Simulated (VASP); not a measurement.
# BaMg2Sb2 (P-3m1) in VASP: a series of runs

The runs below take BaMg2Sb2 through relaxation of cell and atoms, with LDA.

All numbers are computed with VASP 6.6.1; they aren't measurements. Logs are shortened: lines on timing, memory, paths and dates and some standing lists are left out, and cuts for length are marked.

## Step 1: The cell of the first run

The structure is trigonal, space group P-3m1 (No. 164). Conventional cell: a = 4.770 Å, b = 4.770 Å, c = 8.100 Å, α = 90.00°, β = 90.00°, γ = 120.00°. Ba (site symmetry -3m) has 6 Sb at 3.51 Å and 6 Mg at 4.10 Å within 4.6 Å. Mg (site symmetry 3m) has 4 Sb at 2.89 Å and 3 Mg at 3.42 Å within 3.8 Å. Sb (site symmetry 3m) has 4 Mg at 2.89 Å and 3 Ba at 3.51 Å within 3.8 Å.

## Step 2: Relaxation of cell and atoms, LDA

File INCAR:

```
PREC = Accurate
ENCUT = 600
EDIFF = 1E-6
ISMEAR = 0
SIGMA = 0.01
LREAL = False
LASPH = True
NELM = 60
ALGO = Normal
ISIF = 3
LWAVE = False
LCHARG = False
GGA = CA
IBRION = 2
NSW = 80
EDIFFG = -0.05
```

File KPOINTS:

```
Automatic mesh
0
Gamma
  6 6 2
```

File POSCAR:

```
BaMg2Sb2
1.0
    4.7700000000      0.0000000000      0.0000000000
   -2.3850000000      4.1309411800      0.0000000000
    0.0000000000      0.0000000000      8.1000000000
Ba Mg Sb
1 2 2
Direct
    0.0000000000      0.0000000000      0.0000000000
    0.3333333325      0.6666666651      0.6247000000
    0.6666666663      0.3333333325      0.3753000000
    0.3333333325      0.6666666651      0.2680000000
    0.6666666663      0.3333333325      0.7320000000
```

Potentials or basis: VASP PAW LDA potentials, release 64 (Ba_sv, Mg, Sb).

Run with:

```sh
$ cat potpaw_LDA.64/Ba_sv/POTCAR potpaw_LDA.64/Mg/POTCAR potpaw_LDA.64/Sb/POTCAR > POTCAR
$ mpirun -np 1 vasp_std > vasp.out
```

OUTCAR:

```text
PREC = Accurate
   ENCUT = 600
   EDIFF = 1E-6
   ISMEAR = 0
   LREAL = False
   LASPH = True
   NELM = 60
   ISIF = 3
   GGA = CA
   IBRION = 2
   NSW = 80
   EDIFFG = -0.05

 ion  position               nearest neighbor table
   1  0.000  0.000  0.000-   4 3.51   5 3.51   5 3.51   4 3.51   4 3.51   5 3.51   2 4.10   3 4.10
                             3 4.10   2 4.10   2 4.10   3 4.10
   2  0.333  0.667  0.625-   5 2.89   5 2.89   5 2.89   4 2.89   3 3.42   3 3.42   3 3.42   1 4.10
                             1 4.10   1 4.10
   3  0.667  0.333  0.375-   4 2.89   4 2.89   4 2.89   5 2.89   2 3.42   2 3.42   2 3.42   1 4.10
                             1 4.10   1 4.10
   4  0.333  0.667  0.268-   3 2.89   3 2.89   3 2.89   2 2.89   1 3.51   1 3.51   1 3.51
   5  0.667  0.333  0.732-   2 2.89   2 2.89   2 2.89   3 2.89   1 3.51   1 3.51   1 3.51

  LATTYP: Found a hexagonal cell.
 ALAT       =     4.7700000000
 C/A-ratio  =     1.6981132075

  Lattice vectors:

 A1 = (   4.7700000000,   0.0000000000,   0.0000000000)
 A2 = (  -2.3850000000,   4.1309411800,   0.0000000000)
 A3 = (   0.0000000000,   0.0000000000,   8.1000000000)

Analysis of symmetry for initial positions (statically):
=====================================================================
 Subroutine PRICEL returns:
 Original cell was already a primitive cell.

 Routine SETGRP: Setting up the symmetry group for a
 hexagonal supercell.

 Subroutine GETGRP returns: Found 12 space group operations
 (whereof 12 operations were pure point group operations)
 out of a pool of 24 trial point group operations.

The static configuration has the point symmetry D_3d.

Analysis of symmetry for dynamics (positions and initial velocities):
=====================================================================
 Subroutine PRICEL returns:
 Original cell was already a primitive cell.

 Routine SETGRP: Setting up the symmetry group for a
 hexagonal supercell.

 Subroutine GETGRP returns: Found 12 space group operations
 (whereof 12 operations were pure point group operations)
 out of a pool of 24 trial point group operations.

The dynamic configuration has the point symmetry D_3d.

 Subroutine INISYM returns: Found 12 space group operations
 (whereof 12 operations are pure point group operations),
 and found     1 'primitive' translations

----------------------------------------------------------------------------------------

                                     Primitive cell

  volume of cell :     159.6072

  direct lattice vectors                    reciprocal lattice vectors
     4.770000000  0.000000000  0.000000000     0.209643606  0.121037792  0.000000000
    -2.385000000  4.130941180  0.000000000     0.000000000  0.242075584  0.000000000
     0.000000000  0.000000000  8.100000000     0.000000000  0.000000000  0.123456790

  length of vectors
     4.770000000  4.770000003  8.100000000     0.242075585  0.242075584  0.123456790

  position of ions in fractional coordinates (direct lattice)
     0.000000000  0.000000000  0.000000000
     0.333333332  0.666666665  0.624700000
     0.666666666  0.333333332  0.375300000
     0.333333332  0.666666665  0.268000000
     0.666666666  0.333333332  0.732000000

  ion indices of the primitive-cell ions
   primitive index   ion index
                 1           1
                 2           2
                 3           3
                 4           4
                 5           5

----------------------------------------------------------------------------------------

 KPOINTS: Automatic mesh

Automatic generation of k-mesh.
 Grid dimensions read from file:
 generate k-points for:    6    6    2

 Generating k-lattice:

  Cartesian coordinates                     Fractional coordinates (reciprocal lattice)
     0.034940601  0.020172965  0.000000000     0.166666667  0.000000000  0.000000000
     0.000000000  0.040345931  0.000000000     0.000000000  0.166666667  0.000000000
     0.000000000  0.000000000  0.061728395     0.000000000  0.000000000  0.500000000

  Length of vectors
     0.040345931  0.040345931  0.061728395

  Shift w.r.t. Gamma in fractional coordinates (k-lattice)
     0.000000000  0.000000000  0.000000000

 Subroutine IBZKPT returns following result:
 ===========================================

 Found     14 irreducible k-points:

 Following reciprocal coordinates:
            Coordinates               Weight
  0.000000  0.000000  0.000000      1.000000
  0.166667  0.000000  0.000000      6.000000
  0.333333  0.000000  0.000000      6.000000
  0.500000  0.000000  0.000000      3.000000
  0.166667  0.166667  0.000000      6.000000
  0.333333  0.166667  0.000000     12.000000
  0.333333  0.333333  0.000000      2.000000
  0.000000  0.000000  0.500000      1.000000
  0.166667  0.000000  0.500000      6.000000
  0.333333  0.000000  0.500000      6.000000
  0.500000  0.000000  0.500000      3.000000
  0.166667  0.166667  0.500000      6.000000
  0.333333  0.166667  0.500000     12.000000
  0.333333  0.333333  0.500000      2.000000
   k-points           NKPTS =     14   k-points in BZ     NKDIM =     14   number of bands    NBANDS=     16
   number of dos      NEDOS =    301   number of ions     NIONS =      5
   total plane-waves  NPLWV = 112000
   dimension x,y,z NGX =    40 NGY =   40 NGZ =   70
   dimension x,y,z NGXF=    80 NGYF=   80 NGZF=  140
   ions per type =               1   2   2
   NGX,Y,Z   is equivalent  to a cutoff of  13.94, 13.94, 14.37 a.u.
   NGXF,Y,Z  is equivalent  to a cutoff of  27.88, 27.88, 28.73 a.u.
 SYSTEM =  unknown system
   PREC   = accura    normal or accurate (medium, high low for compatibility)
   ISTART =      0    job   : 0-new  1-cont  2-samecut
   ICHARG =      2    charge: 1-file 2-atom 10-const
   ISPIN  =      1    spin polarized calculation?
   LNONCOLLINEAR =      F non collinear calculations
   LSORBIT =      F    spin-orbit coupling
   LASPH  =      T    aspherical Exc in radial PAW
   ENCUT  =  600.0 eV  44.10 Ry    6.64 a.u.   9.53  9.53 16.18*2*pi/ulx,y,z
   NELM   =     60;   NELMIN=  2; NELMDL= -5     # of ELM steps
   EDIFF  = 0.1E-05   stopping-criterion for ELM
   LREAL  =      F    real-space projection
   EDIFFG = -.5E-01   stopping-criterion for IOM
   NSW    =     80    number of steps for IOM
   IBRION =      2    ionic relax: 0-MD 1-quasi-New 2-CG
   NFREE  =      1    steps in history (QN), initial steepest desc. (CG)
   ISIF   =      3    stress and relaxation
   ISYM   =      2    0-nonsym 1-usesym 2-fastsym
   POTIM  = 0.5000    time-step for ionic-motion
   TEBEG  =    0.0;   TEEND  =   0.0 temperature during run
   PSTRESS=    0.0 pullay stress
   NELECT =      24.0000    total number of electrons
   NUPDOWN=      -1.0000    fix difference up-down
   EMIN   =  10.00;   EMAX   =-10.00  energy-range for DOS
   EFERMI =   0.00;   METHOD = LEGACY
   ISMEAR =     0;   SIGMA  =   0.01  broadening in eV -4-tet -1-fermi 0-gaus
   EFERMI_NEDOS =   21; number of points for ismear=-14 and -15
   IALGO  =     38    algorithm
   IMIX   =      4    mixing-type and parameters
     AMIX     =   0.40;   BMIX     =  1.00
     AMIX_MAG =   1.60;   BMIX_MAG =  1.00
  volume/ion in A,a.u.               =      31.92       215.42
  Fermi-wavevector in a.u.,A,eV,Ry     =   0.870551  1.645104 10.311309  0.757860
  Thomas-Fermi vector in A             =   1.989533
   LORBIT       =      0    0 simple, 1 ext, 2 COOP (PROOUT), +10 PAW based schemes
   GGA     = CA    functional components
   LHFCALC =     F    Hartree Fock is set to
   AEXX    =    0.0000 exact exchange contribution
   IVDW    =     0    specifies the selected vdW correction
   LEPSILON=     F    determine dielectric tensor
   LRPA    =     F    only Hartree local field effects (RPA)
 conjugate gradient relaxation of ions
 non-spin polarized calculation
 Gauss-broadening in eV      SIGMA  =   0.01
  energy-cutoff  :      600.00
  volume of cell :      159.61
 maximum number of plane-waves:      5396
 NGX is ok and might be reduce to    40
   NGX = 19   NGY = 19   NGZ = 33

--------------------------------------- Ionic step        1  -------------------------------------------

 number of electron      24.0000000 magnetization

 Free energy of the ion-electron system (eV)
  ---------------------------------------------------
  ext. energy  EPLUGINS =         0.00000000
  ---------------------------------------------------
  free energy    TOTEN  =       -19.50130798 eV

  energy without entropy =      -19.50130798  energy(sigma->0) =      -19.50130798

------------------------ aborting loop because EDIFF is reached ----------------------------------------

  FORCE on cell =-STRESS in cart. coord.  units (eV):
  Direction    XX          YY          ZZ          XY          YZ          ZX
  --------------------------------------------------------------------------------------
  -------------------------------------------------------------------------------------
  Total       -1.4372422     -1.4372422     -1.5025165     -0.0000000      0.0000000      0.0000000
  in kB      -14.4274024    -14.4274024    -15.0826416     -0.0000000      0.0000000      0.0000000
  external PRESSURE =     -14.6458155 kB  Pullay stress =       0.0000000 kB
[... 141 lines left out ...]
  energy  without entropy=      -19.5286766017  energy(sigma->0) =      -19.52867660

--------------------------------------- Ionic step        5  -------------------------------------------

 number of electron      24.0000000 magnetization

 Free energy of the ion-electron system (eV)
  ---------------------------------------------------
  ext. energy  EPLUGINS =         0.00000000
  ---------------------------------------------------
  free energy    TOTEN  =       -19.52917041 eV

  energy without entropy =      -19.52917041  energy(sigma->0) =      -19.52917041

 E-fermi :   3.6537     XC(G=0):  -8.9109

 val. band max:        3.5155612744   @ k =   0.0000   0.0000   0.0000
 cond. band min:       4.2346551148   @ k =   0.5000   0.0000   0.0000
 fundamental gap:      0.7190938404
 Fermi energy:         3.6537399815

 k-point     1 :       0.0000    0.0000    0.0000
  band No.  band energies     occupation
      1     -24.0357      2.00000
      2      -9.5083      2.00000
      3      -9.2138      2.00000
      4      -9.2138      2.00000
      5      -5.8864      2.00000
      6      -4.7604      2.00000
[... 8 lines left out ...]
     15       5.6393      0.00000
     16       6.1197      0.00000
[... 277 lines left out ...]
  FREE ENERGIE OF THE ION-ELECTRON SYSTEM (eV)
  ---------------------------------------------------
  free  energy   TOTEN  =       -19.5291704124 eV

  energy  without entropy=      -19.5291704124  energy(sigma->0) =      -19.52917041

 reached required accuracy - stopping structural energy minimisation
```

It took 79 s on 1 thread of Intel Xeon 6975P-C (Granite Rapids), shared host; peak memory 0.3 GiB.

What came out:

- Free energy: -19.5292 eV
- Relaxed volume: 30.76 Å³/atom
- Relaxed cell: a = 4.712 Å, b = 4.712 Å, c = 7.998 Å, α = 90.00°, β = 90.00°, γ = 120.00°
- Space group after relaxing (to 0.05 Å): P-3m1 (No. 164)
- Energy gained by relaxing: 5.6 meV/atom
- Ionic steps: 5
- Pressure after relaxing: 0.0 GPa
- Largest force after relaxing: 0.014 eV/Å
- Band gap on the k mesh: 0.72 eV, indirect (least direct gap 1.49 eV)

Forces on the atoms (eV/Å):
```
Ba   0.000  0.000  0.000
Mg   0.000  0.000  0.000
Mg   0.000  0.000  0.000
Sb   0.000  0.000 -0.014
Sb   0.000  0.000  0.014
```

Step by step:
| step | energy change (eV) | largest force (eV/Å) | pressure (GPa) | volume (Å³) |
| --- | --- | --- | --- | --- |
| 1 | 0.0000 | 0.0232 | -1.46 | 159.61 |
| 2 | -0.0258 | 0.1023 | 0.29 | 152.96 |
| 3 | -0.0267 | 0.0891 | 0.01 | 153.95 |
| 4 | -0.0274 | 0.0591 | 0.00 | 153.88 |
| 5 | -0.0279 | 0.0136 | 0.00 | 153.79 |

Final structure:
```xyz
5
Lattice="4.7119 0.0000 0.0000 -2.3560 4.0806 0.0000 0.0000 0.0000 7.9983" Properties=species:S:1:pos:R:3 pbc="T T T"
Ba    0.0000    0.0000    0.0000
Mg    0.0000    2.7204    4.9998
Mg    2.3560    1.3602    2.9985
Sb    0.0000    2.7204    2.1319
Sb    2.3560    1.3602    5.8664
```

Caveat: spin-orbit coupling is left out, which moves the levels of the heavy elements; the relaxation stopped at a loose force limit of 0.05 eV/Å, so its end isn't a converged minimum. LDA usually gives volumes a few per cent too small.

## Step 3: Relaxation of cell and atoms, LDA, target pressure 2 GPa, at which the enthalpy is minimised

File INCAR:

```
SYSTEM = BaMg2Sb2
PREC = Accurate
ENCUT = 600
EDIFF = 1E-6
ISMEAR = 0
SIGMA = 0.01
LREAL = .False.
LASPH = .True.
NELM = 100
ALGO = Normal
ISIF = 3
LWAVE = .False.
LCHARG = .False.
GGA = CA
IBRION = 2
NSW = 80
EDIFFG = -0.05
PSTRESS = 20.0
```

File KPOINTS:

```
Automatic mesh
0
Gamma
  6 6 2
  0 0 0
```

POSCAR is that of step 2.

Potentials or basis: VASP PAW LDA potentials, release 64 (Ba_sv, Mg, Sb).

Run with:

```sh
$ cat potpaw_LDA.64/Ba_sv/POTCAR potpaw_LDA.64/Mg/POTCAR potpaw_LDA.64/Sb/POTCAR > POTCAR
$ mpirun -np 1 vasp_std > vasp.out
```

It took 90 s on 1 thread of Intel Xeon 6975P-C (Granite Rapids), shared host; peak memory 0.3 GiB.

Results (log left out):

| Property | Result |
| --- | --- |
| Free energy | -19.4901 eV |
| Relaxed volume | 29.47 Å³/atom |
| Relaxed cell | a = 4.643 Å, b = 4.643 Å, c = 7.893 Å, α = 90.00°, β = 90.00°, γ = 120.00° |
| Space group after relaxing (to 0.05 Å) | P-3m1 (No. 164) |
| Energy change on relaxing (the enthalpy is what falls) | +2.2 meV/atom |
| Ionic steps | 5 |
| Pressure after relaxing | 2.0 GPa |
| Largest force after relaxing | 0.016 eV/Å |
| Band gap on the k mesh | 0.67 eV, indirect (least direct gap 1.43 eV) |

Forces on the atoms (eV/Å):
```
Ba   0.000  0.000  0.000
Mg   0.000  0.000 -0.013
Mg   0.000  0.000  0.013
Sb   0.000  0.000 -0.016
Sb   0.000  0.000  0.016
```

Stress tensor (GPa, compression positive):
```
2.15 0.00 0.00
0.00 2.15 0.00
0.00 0.00 1.76
```

Step by step:
```
step  energy change (eV)  largest force (eV/Å)  pressure (GPa)  volume (Å³)
   1              0.0000                0.0232           -1.46       159.61
   2              0.0689                0.2329            3.32       144.19
   3              0.0114                0.1797            2.01       147.67
   4              0.0104                0.1118            2.01       147.55
   5              0.0112                0.0159            2.02       147.37
```

Final structure:
```
Ba Mg Sb
1.0
     4.64320    0.00000    0.00000
    -2.32160    4.02113    0.00000
     0.00000    0.00000    7.89320
Ba Mg Sb
1 2 2
Cartesian
  0.0000 0.0000 0.0000
  0.0000 2.6808 4.9363
  2.3216 1.3404 2.9569
  0.0000 2.6808 2.0943
  2.3216 1.3404 5.7989
```

Levels at points of the mesh, in eV from the valence-band top:
```csv
k point,band 8,band 9,band 10,band 11,band 12,band 13,band 14,band 15,band 16
"(0.00, 0.00, 0.00)",-1.12,-1.12,-0.01,0.00,0.00,1.60,1.68,2.25,2.61
"(0.50, 0.00, 0.00)",-3.11,-1.73,-1.61,-1.41,-1.20,0.67,2.76,3.17,3.92
"(0.00, 0.00, 0.50)",-1.94,-0.78,-0.78,-0.56,-0.56,1.52,2.38,2.38,2.53
"(0.50, 0.00, 0.50)",-3.54,-2.00,-1.82,-0.59,-0.58,0.85,1.68,2.77,3.09
```

Caveat: the cell is relaxed towards a set pressure, so the enthalpy falls and the energy may rise; spin-orbit coupling is left out, which moves the levels of the heavy elements; the relaxation stopped at a loose force limit of 0.05 eV/Å, so its end isn't a converged minimum. A k mesh can miss the band edges.

## Step 4: Relaxation of cell and atoms, LDA, target pressure 4 GPa, at which the enthalpy is minimised

File INCAR:

```
SYSTEM = BaMg2Sb2
  ALGO = Normal
  EDIFF = 1E-6
  EDIFFG = -0.05
  ENCUT = 600
  IBRION = 2
  ISIF = 3
  ISMEAR = 0
  LASPH = .TRUE.
  LCHARG = .FALSE.
  LREAL = .FALSE.
  LWAVE = .FALSE.
  NELM = 80
  NSW = 80
  PREC = Accurate
  PSTRESS = 40.0
  SIGMA = 0.01
```

File KPOINTS:

```
k-points
0
G
  6 6 2
  0 0 0
```

POSCAR is that of step 3.

Run with:

```sh
$ cat potpaw_LDA.64/Ba_sv/POTCAR potpaw_LDA.64/Mg/POTCAR potpaw_LDA.64/Sb/POTCAR > POTCAR
$ mpirun -np 1 vasp_std > vasp.out
```

Wall time 86 s (1 thread of Intel Xeon 6975P-C (Granite Rapids), shared host); peak memory 0.31 GiB.

It converged, with:

- Free energy: -19.3958 eV
- Relaxed volume: 28.44 Å³/atom
- Relaxed cell: a = 4.595 Å, b = 4.595 Å, c = 7.777 Å, α = 90.00°, β = 90.00°, γ = 120.00°
- Space group after relaxing (to 0.05 Å): P-3m1 (No. 164)
- Energy change on relaxing (the enthalpy is what falls): +21.1 meV/atom
- Ionic steps: 6
- Pressure after relaxing: 4.0 GPa
- Largest force after relaxing: 0.011 eV/Å
- Band gap on the k mesh: 0.63 eV, indirect (least direct gap 1.38 eV)

Forces in eV/Å, atoms in the order of the input:
```
Ba   0.000  0.000  0.000
Mg   0.000  0.000 -0.002
Mg   0.000  0.000  0.002
Sb   0.000  0.000 -0.011
Sb   0.000  0.000  0.011
```

Stress tensor (GPa, compression positive):
```
4.06 0.00 0.00
0.00 4.06 0.00
0.00 0.00 3.82
```

Step by step:
| step | energy change (eV) | largest force (eV/Å) | pressure (GPa) | volume (Å³) |
| --- | --- | --- | --- | --- |
| 1 | 0.0000 | 0.0232 | -1.46 | 159.61 |
| 2 | 0.3417 | 0.3849 | 7.23 | 135.76 |
| 3 | 0.1069 | 0.2626 | 4.00 | 142.53 |
| 4 | 0.1057 | 0.1547 | 4.01 | 142.37 |
| 5 | 0.1083 | 0.0284 | 4.02 | 142.17 |
| 6 | 0.1055 | 0.0115 | 3.98 | 142.22 |

Final structure:
```xyz
5
Lattice="4.5953 0.0000 0.0000 -2.2977 3.9797 0.0000 0.0000 0.0000 7.7770" Properties=species:S:1:pos:R:3 pbc="T T T"
Ba    0.0000    0.0000    0.0000
Mg    0.0000    2.6531    4.8645
Mg    2.2977    1.3266    2.9125
Sb    0.0000    2.6531    2.0522
Sb    2.2977    1.3266    5.7248
```

Levels at points of the mesh, in eV from the valence-band top:
| k point | band 10 | band 11 | band 12 | band 13 | band 14 | band 15 |
| --- | --- | --- | --- | --- | --- | --- |
| (0.00, 0.00, 0.00) | -0.01 | -0.01 | 0.00 | 1.65 | 1.75 | 2.36 |
| (0.50, 0.00, 0.00) | -1.63 | -1.45 | -1.27 | 0.63 | 2.83 | 3.25 |
| (0.00, 0.00, 0.50) | -0.86 | -0.59 | -0.59 | 1.58 | 2.36 | 2.36 |
| (0.50, 0.00, 0.50) | -1.90 | -0.59 | -0.59 | 0.79 | 1.66 | 2.91 |

Caveat: the cell is relaxed towards a set pressure, so the enthalpy falls and the energy may rise; spin-orbit coupling is left out, which moves the levels of the heavy elements; the relaxation stopped at a loose force limit of 0.05 eV/Å, so its end isn't a converged minimum.

[end of part 1 of 2]
